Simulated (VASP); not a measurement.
Input of a VASP 6.6.1 run:

INCAR

```
ALGO     = Normal         # electronic algorithm
EDIFF    = 1E-7           # SCF threshold, eV
ENCUT    = 520            # plane-wave cutoff, eV
GGA      = PE             # functional
ISIF     = 2              # what is computed and relaxed
ISMEAR   = 0              # smearing method
ISPIN    = 2              # spin polarisation
LASPH    = T              # aspherical terms in the spheres
LCHARG   = F              # write CHGCAR
LMAXMIX  = 4              # l up to which the mixer works
LORBIT   = 11             # projections on sites
LREAL    = F              # projectors in reciprocal space
LWAVE    = F              # write WAVECAR
MAGMOM   = 1.09 1.09 1.09 1.09 0 0 0 0 # initial moments
NBANDS   = 48             # bands
NELM     = 150            # most SCF steps
PREC     = Accurate       # precision mode
SIGMA    = 0.1            # smearing width, eV
```

KPOINTS

```
k-points
0
Gamma
  8 8 8
```

File POSCAR:

```
MnSi
1.0
    4.4253568229      0.0000000000      0.0000000000
    0.0000000000      4.4253568229      0.0000000000
    0.0000000000      0.0000000000      4.4253568229
Mn Si
4 4
Direct
    0.1381473693      0.1381473693      0.1381473693
    0.3618526307      0.8618526307      0.6381473693
    0.6381473693      0.3618526307      0.8618526307
    0.8618526307      0.6381473693      0.3618526307
    0.8458998512      0.8458998512      0.8458998512
    0.6541001488      0.1541001488      0.3458998512
    0.3458998512      0.6541001488      0.1541001488
    0.1541001488      0.3458998512      0.6541001488
```

Potentials or basis: VASP PAW PBE potentials, release 64 (Mn_pv, Si).

The run is started by

```sh
$ cat potpaw_PBE.64/Mn_pv/POTCAR potpaw_PBE.64/Si/POTCAR > POTCAR
$ mpirun -np 1 vasp_std > vasp.out
```

**Question.** Predict the net moment.

**Answer.** 3.59 μB per cell.

**Question.** Predict the largest force.

**Answer.** 0.014 eV/Å.

**Question.** Predict the site moments.

**Answer.** Mn +0.94; Si -0.04 μB.

Forces in eV/Å, atoms in the order of the input:
```
Mn   0.008  0.008  0.008
Mn  -0.008 -0.008  0.008
Mn   0.008 -0.008 -0.008
Mn  -0.008  0.008 -0.008
Si   0.000  0.000  0.000
Si   0.000  0.000  0.000
Si   0.000  0.000  0.000
Si   0.000  0.000  0.000
```
